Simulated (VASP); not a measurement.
# SiC (P6_3mc) in VASP: notebook

The runs below take SiC through single point, with LDA.

Everything below comes from runs of VASP 6.6.1. Logs are shortened: lines on timing, memory, paths and dates and some standing lists are left out, and cuts for length are marked.

## (1) The cell of the first run

The structure is hexagonal, space group P6_3mc (No. 186). The conventional cell has a = 2.962 Å, b = 2.962 Å, c = 4.487 Å, α = 90.00°, β = 90.00°, γ = 120.00°. Within 2.3 Å of Si (site symmetry 3m) lie 4 C at 1.76 to 1.78 Å. Within 2.3 Å of C (site symmetry 3m) lie 4 Si at 1.76 to 1.78 Å.

## (2) Single point, LDA (volume 8.521 Å^3 an atom, c/a of the conventional cell 1.5149)

INCAR reads:

```
ALGO = Normal ; EDIFF = 1E-6
ENCUT = 520 ; ISIF = 2
ISMEAR = 0 ; LASPH = True
LCHARG = False ; LREAL = False
LWAVE = False ; NBANDS = 16
NELM = 60 ; PREC = Accurate
SIGMA = 0.05
```

KPOINTS reads:

```
k-points
0
Gamma
  12 12 6
```

POSCAR reads:

```
SiC
1.0
    2.9617290136      0.0000000000      0.0000000000
   -1.4808645068      2.5649325649      0.0000000000
    0.0000000000      0.0000000000      4.4867232826
Si C
2 2
Direct
    0.3333333333      0.6666666667     -0.0038318029
    0.6666666667      0.3333333333      0.4961681971
    0.3333333333      0.6666666667      0.3888318029
    0.6666666667      0.3333333333      0.8888318029
```

Potentials or basis: VASP PAW LDA potentials, release 64 (Si, C).

Command:

```sh
> cat potpaw_LDA.64/Si/POTCAR potpaw_LDA.64/C/POTCAR > POTCAR
> mpirun -np 1 vasp_std > vasp.out
```

OUTCAR:

```text
EDIFF = 1E-6
   ENCUT = 520
   ISIF = 2
   ISMEAR = 0
   LASPH = True
   LREAL = False
   NELM = 60
   PREC = Accurate

 ion  position               nearest neighbor table
   1  0.333  0.667  0.996-   3 1.76   4 1.78   4 1.78   4 1.78   2 2.82   2 2.82   2 2.82   2 2.82
                             2 2.82   2 2.82
   2  0.667  0.333  0.496-   4 1.76   3 1.78   3 1.78   3 1.78   1 2.82   1 2.82   1 2.82   1 2.82
                             1 2.82   1 2.82
   3  0.333  0.667  0.389-   1 1.76   2 1.78   2 1.78   2 1.78
   4  0.667  0.333  0.889-   2 1.76   1 1.78   1 1.78   1 1.78

  LATTYP: Found a hexagonal cell.
 ALAT       =     2.9617290136
 C/A-ratio  =     1.5149000000

  Lattice vectors:

 A1 = (   2.9617290136,   0.0000000000,   0.0000000000)
 A2 = (  -1.4808645068,   2.5649325649,   0.0000000000)
 A3 = (   0.0000000000,   0.0000000000,   4.4867232826)

Analysis of symmetry for initial positions (statically):
=====================================================================
 Subroutine PRICEL returns:
 Original cell was already a primitive cell.

 Routine SETGRP: Setting up the symmetry group for a
 hexagonal supercell.

 Subroutine GETGRP returns: Found 12 space group operations
 (whereof  6 operations were pure point group operations)
 out of a pool of 24 trial point group operations.

The static configuration has the point symmetry C_3v.
 The point group associated with its full space group is C_6v.

Analysis of symmetry for dynamics (positions and initial velocities):
=====================================================================
 Subroutine PRICEL returns:
 Original cell was already a primitive cell.

 Routine SETGRP: Setting up the symmetry group for a
 hexagonal supercell.

 Subroutine GETGRP returns: Found 12 space group operations
 (whereof  6 operations were pure point group operations)
 out of a pool of 24 trial point group operations.

The dynamic configuration has the point symmetry C_3v.
 The point group associated with its full space group is C_6v.

 Subroutine INISYM returns: Found 12 space group operations
 (whereof  6 operations are pure point group operations),
 and found     1 'primitive' translations

----------------------------------------------------------------------------------------

                                     Primitive cell

  volume of cell :      34.0840

  direct lattice vectors                    reciprocal lattice vectors
     2.961729014  0.000000000  0.000000000     0.337640613  0.194936899  0.000000000
    -1.480864507  2.564932565  0.000000000     0.000000000  0.389873798  0.000000000
     0.000000000  0.000000000  4.486723283     0.000000000  0.000000000  0.222879803

  length of vectors
     2.961729014  2.961729014  4.486723283     0.389873798  0.389873798  0.222879803

  position of ions in fractional coordinates (direct lattice)
     0.333333333  0.666666667  0.996168197
     0.666666667  0.333333333  0.496168197
     0.333333333  0.666666667  0.388831803
     0.666666667  0.333333333  0.888831803

  ion indices of the primitive-cell ions
   primitive index   ion index
                 1           1
                 2           2
                 3           3
                 4           4

----------------------------------------------------------------------------------------

 KPOINTS: k-points

Automatic generation of k-mesh.
 Grid dimensions read from file:
 generate k-points for:   12   12    6

 Generating k-lattice:

  Cartesian coordinates                     Fractional coordinates (reciprocal lattice)
     0.028136718  0.016244742  0.000000000     0.083333333  0.000000000  0.000000000
     0.000000000  0.032489483  0.000000000     0.000000000  0.083333333  0.000000000
     0.000000000  0.000000000  0.037146634     0.000000000  0.000000000  0.166666667

  Length of vectors
     0.032489483  0.032489483  0.037146634

  Shift w.r.t. Gamma in fractional coordinates (k-lattice)
     0.000000000  0.000000000  0.000000000

 Subroutine IBZKPT returns following result:
 ===========================================

 Found     76 irreducible k-points:

 Following reciprocal coordinates:
            Coordinates               Weight
  0.000000  0.000000  0.000000      1.000000
  0.083333  0.000000  0.000000      6.000000
  0.166667 -0.000000  0.000000      6.000000
  0.250000  0.000000  0.000000      6.000000
  0.333333  0.000000  0.000000      6.000000
  0.416667  0.000000  0.000000      6.000000
[... 16 lines left out ...]
  0.250000  0.000000  0.166667     12.000000
  0.333333  0.000000  0.166667     12.000000
 [... further k-points ...]
   k-points           NKPTS =     76   k-points in BZ     NKDIM =     76   number of bands    NBANDS=     16
   number of dos      NEDOS =    301   number of ions     NIONS =      4
   total plane-waves  NPLWV =  20736
   dimension x,y,z NGX =    24 NGY =   24 NGZ =   36
   dimension x,y,z NGXF=    48 NGYF=   48 NGZF=   72
   ions per type =               2   2
   NGX,Y,Z   is equivalent  to a cutoff of  13.47, 13.47, 13.34 a.u.
   NGXF,Y,Z  is equivalent  to a cutoff of  26.94, 26.94, 26.68 a.u.
 SYSTEM =  unknown system
   PREC   = accura    normal or accurate (medium, high low for compatibility)
   ISTART =      0    job   : 0-new  1-cont  2-samecut
   ICHARG =      2    charge: 1-file 2-atom 10-const
   ISPIN  =      1    spin polarized calculation?
   LNONCOLLINEAR =      F non collinear calculations
   LSORBIT =      F    spin-orbit coupling
   LASPH  =      T    aspherical Exc in radial PAW
   ENCUT  =  520.0 eV  38.22 Ry    6.18 a.u.   5.51  5.51  8.34*2*pi/ulx,y,z
   NELM   =     60;   NELMIN=  2; NELMDL= -5     # of ELM steps
   EDIFF  = 0.1E-05   stopping-criterion for ELM
   LREAL  =      F    real-space projection
   EDIFFG = 0.1E-04   stopping-criterion for IOM
   NSW    =      0    number of steps for IOM
   IBRION =     -1    ionic relax: 0-MD 1-quasi-New 2-CG
   NFREE  =      0    steps in history (QN), initial steepest desc. (CG)
   ISIF   =      2    stress and relaxation
   ISYM   =      2    0-nonsym 1-usesym 2-fastsym
   POTIM  = 0.5000    time-step for ionic-motion
   TEBEG  =    0.0;   TEEND  =   0.0 temperature during run
   PSTRESS=    0.0 pullay stress
   NELECT =      16.0000    total number of electrons
   NUPDOWN=      -1.0000    fix difference up-down
   EMIN   =  10.00;   EMAX   =-10.00  energy-range for DOS
   EFERMI =   0.00;   METHOD = LEGACY
   ISMEAR =     0;   SIGMA  =   0.05  broadening in eV -4-tet -1-fermi 0-gaus
   EFERMI_NEDOS =   21; number of points for ismear=-14 and -15
   IALGO  =     38    algorithm
   IMIX   =      4    mixing-type and parameters
     AMIX     =   0.40;   BMIX     =  1.00
     AMIX_MAG =   1.60;   BMIX_MAG =  1.00
  volume/ion in A,a.u.               =       8.52        57.50
  Fermi-wavevector in a.u.,A,eV,Ry     =   1.272325  2.404345 22.025251  1.618810
  Thomas-Fermi vector in A             =   2.405209
   LORBIT       =      0    0 simple, 1 ext, 2 COOP (PROOUT), +10 PAW based schemes
   GGA     = CA    functional components
   LHFCALC =     F    Hartree Fock is set to
   AEXX    =    0.0000 exact exchange contribution
   IVDW    =     0    specifies the selected vdW correction
   LEPSILON=     F    determine dielectric tensor
   LRPA    =     F    only Hartree local field effects (RPA)
 non-spin polarized calculation
 Gauss-broadening in eV      SIGMA  =   0.05
  energy-cutoff  :      520.00
  volume of cell :       34.08
 maximum number of plane-waves:       944
 NGX is ok and might be reduce to    24
   NGX = 11   NGY = 11   NGZ = 17

 number of electron      16.0000003 magnetization

 Free energy of the ion-electron system (eV)
  ---------------------------------------------------
  ext. energy  EPLUGINS =         0.00000000
  ---------------------------------------------------
  free energy    TOTEN  =       -32.02870486 eV

  energy without entropy =      -32.02870486  energy(sigma->0) =      -32.02870486

 E-fermi :  11.6216     XC(G=0): -12.3917

 val. band max:       11.3390276157   @ k =   0.0000   0.0000   0.0000
 cond. band min:      12.9256177048   @ k =   0.5000   0.0000   0.0000
 fundamental gap:      1.5865900891
 Fermi energy:        11.6216319135

 k-point     1 :       0.0000    0.0000    0.0000
  band No.  band energies     occupation
      1      -6.5140      2.00000
      2      -1.3947      2.00000
      3       1.1069      2.00000
      4       8.5021      2.00000
      5       8.5021      2.00000
      6      10.3219      2.00000
[... 8 lines left out ...]
     15      21.1531      0.00000
     16      22.2777      0.00000

 k-point     2 :       0.0833    0.0000    0.0000
  band No.  band energies     occupation
      1      -6.3820      2.00000
      2      -1.2892      2.00000
      3       1.2345      2.00000
      4       7.7956      2.00000
      5       8.2623      2.00000
      6       9.9303      2.00000
[... 8 lines left out ...]
     15      20.8668      0.00000
     16      21.9842      0.00000

 k-point     3 :       0.1667   -0.0000    0.0000
  band No.  band energies     occupation
      1      -5.9886      2.00000
      2      -0.9847      2.00000
      3       1.6127      2.00000
      4       6.2217      2.00000
      5       7.7298      2.00000
      6       8.9282      2.00000
[... 8 lines left out ...]
     15      21.1219      0.00000
     16      21.9160      0.00000

 k-point     4 :       0.2500    0.0000    0.0000
  band No.  band energies     occupation
      1      -5.3438      2.00000
      2      -0.5352      2.00000
      3       2.2203      2.00000
      4       4.4583      2.00000
      5       7.1613      2.00000
      6       7.6267      2.00000
[... 8 lines left out ...]
     15      21.7028      0.00000
     16      22.4028      0.00000
[... 324 lines left out ...]
 k-point    22 :       0.1667   -0.0000    0.1667
  band No.  band energies     occupation
      1      -5.8128      2.00000
      2      -1.9047      2.00000
      3       2.7462      2.00000
      4       6.3961      2.00000
      5       7.8535      2.00000
      6       8.5303      2.00000
[... 8 lines left out ...]
     15      21.0985      0.00000
     16      22.4089      0.00000

 k-point    23 :       0.2500    0.0000    0.1667
  band No.  band energies     occupation
      1      -5.1702      2.00000
      2      -1.3682      2.00000
      3       3.0821      2.00000
      4       4.8186      2.00000
      5       7.1028      2.00000
      6       7.2940      2.00000
[... 8 lines left out ...]
     15      21.7158      0.00000
     16      23.3520      0.00000

 k-point    24 :       0.3333    0.0000    0.1667
  band No.  band energies     occupation
      1      -4.3018      2.00000
      2      -0.7567      2.00000
      3       2.4614      2.00000
      4       4.5126      2.00000
      5       5.6173      2.00000
      6       6.8339      2.00000
[... 8 lines left out ...]
     15      23.2877      0.00000
     16      24.4321      0.00000

 [... further k-points ...]
[... 5 lines left out ...]
  --------------------------------------------------------------------------------------
  -------------------------------------------------------------------------------------
  Total        8.8030760      8.8030760     17.4643008      0.0000000      0.0000000      0.0000000
  in kB      413.8038015    413.8038015    820.9396427      0.0000000      0.0000000      0.0000000
  external PRESSURE =     549.5157486 kB  Pullay stress =       0.0000000 kB

 VOLUME and BASIS-vectors are now :
 -----------------------------------------------------------------------------
  energy-cutoff  :      520.00
  volume of cell :       34.08
      direct lattice vectors                 reciprocal lattice vectors
     2.961729014  0.000000000  0.000000000     0.337640613  0.194936899  0.000000000
    -1.480864507  2.564932565  0.000000000     0.000000000  0.389873798  0.000000000
     0.000000000  0.000000000  4.486723283     0.000000000  0.000000000  0.222879803

 POSITION                                       TOTAL-FORCE (eV/Angst)
 -----------------------------------------------------------------------------------
     -0.00000      1.70996      4.46953         0.000000      0.000000     -0.002572
      1.48086      0.85498      2.22617        -0.000000      0.000000     -0.002572
     -0.00000      1.70996      1.74458         0.000000     -0.000000      0.002572
      1.48086      0.85498      3.98794        -0.000000     -0.000000      0.002572
 -----------------------------------------------------------------------------------
    total drift:                               -0.000000      0.000000      0.000383

  FREE ENERGIE OF THE ION-ELECTRON SYSTEM (eV)
  ---------------------------------------------------
  free  energy   TOTEN  =       -32.0287048616 eV

  energy  without entropy=      -32.0287048616  energy(sigma->0) =      -32.02870486
```

Run time: 70 s. Hardware: 1 thread of AMD EPYC 7R13, shared host; peak memory 0.12 GiB.

Results:

| Property | Result |
| --- | --- |
| Free energy | -32.0287 eV |
| Pressure | 55.0 GPa |
| Band gap on the k mesh | 1.59 eV, indirect (least direct gap 3.58 eV) |

Forces in eV/Å, atoms in the order of the input:
```
Si   0.000  0.000 -0.003
Si   0.000  0.000 -0.003
C    0.000  0.000  0.003
C    0.000  0.000  0.003
```

Levels at points of the mesh, in eV from the valence-band top:
```csv
k point,band 6,band 7,band 8,band 9,band 10,band 11
"(0.00, 0.00, 0.00)",-1.02,-1.02,0.00,4.37,6.26,6.26
"(0.50, 0.00, 0.00)",-5.04,-4.40,-1.99,1.59,4.44,7.00
"(0.00, 0.00, 0.50)",-2.00,-2.00,-2.00,5.85,5.85,6.86
"(0.50, 0.00, 0.50)",-3.84,-2.61,-2.61,3.07,3.07,5.70
```

## (3) Single point, LDA (volume 8.521 Å^3 an atom, c/a of the conventional cell 1.7783)

INCAR reads:

```
SYSTEM = SiC
PREC = Accurate
ENCUT = 520
EDIFF = 1E-6
ISMEAR = 0
SIGMA = 0.05
LREAL = .FALSE.
LASPH = .TRUE.
NELM = 60
ALGO = Normal
ISIF = 2
LWAVE = .FALSE.
LCHARG = .FALSE.
NBANDS = 16
```

KPOINTS reads:

```
Automatic mesh
0
G
  12 12 6
  0 0 0
```

POSCAR reads:

```
SiC
1.0
    2.8076198150      0.0000000000      0.0000000000
   -1.4038099075      2.4314700839      0.0000000000
    0.0000000000      0.0000000000      4.9927903170
Si C
2 2
Direct
    0.3333333333      0.6666666667      0.0111046722
    0.6666666667      0.3333333333      0.5111046722
    0.3333333333      0.6666666667      0.3738953278
    0.6666666667      0.3333333333      0.8738953278
```

Potentials or basis: VASP PAW LDA potentials, release 64 (Si, C).

Command:

```sh
> cat potpaw_LDA.64/Si/POTCAR potpaw_LDA.64/C/POTCAR > POTCAR
> mpirun -np 1 vasp_std > vasp.out
```

Run time: 85 s. Hardware: 1 thread of AMD EPYC 7R13, shared host; peak memory 0.13 GiB.

The run converged. Its results:

```yaml
Free_energy: -31.9609 eV
Pressure: 56.6 GPa
Band_gap_on_the_k_mesh: 0.82 eV, indirect (least direct gap 4.33 eV)
```

Stress tensor (GPa, compression positive):
```
74.56  0.00  0.00
 0.00 74.56  0.00
 0.00  0.00 20.71
```

Levels at points of the mesh, in eV from the valence-band top:
```tsv
k point	band 5	band 6	band 7	band 8	band 9	band 10	band 11	band 12
(0.00, 0.00, 0.00)	-1.04	-1.04	0.00	0.00	5.44	7.46	8.23	8.23
(0.50, 0.00, 0.00)	-6.64	-4.52	-3.49	-1.49	3.10	3.28	7.54	8.16
(0.00, 0.00, 0.50)	-0.55	-0.55	-0.55	-0.55	7.81	7.81	8.74	8.74
(0.50, 0.00, 0.50)	-3.50	-3.50	-2.65	-2.65	2.67	2.67	5.63	5.63
```
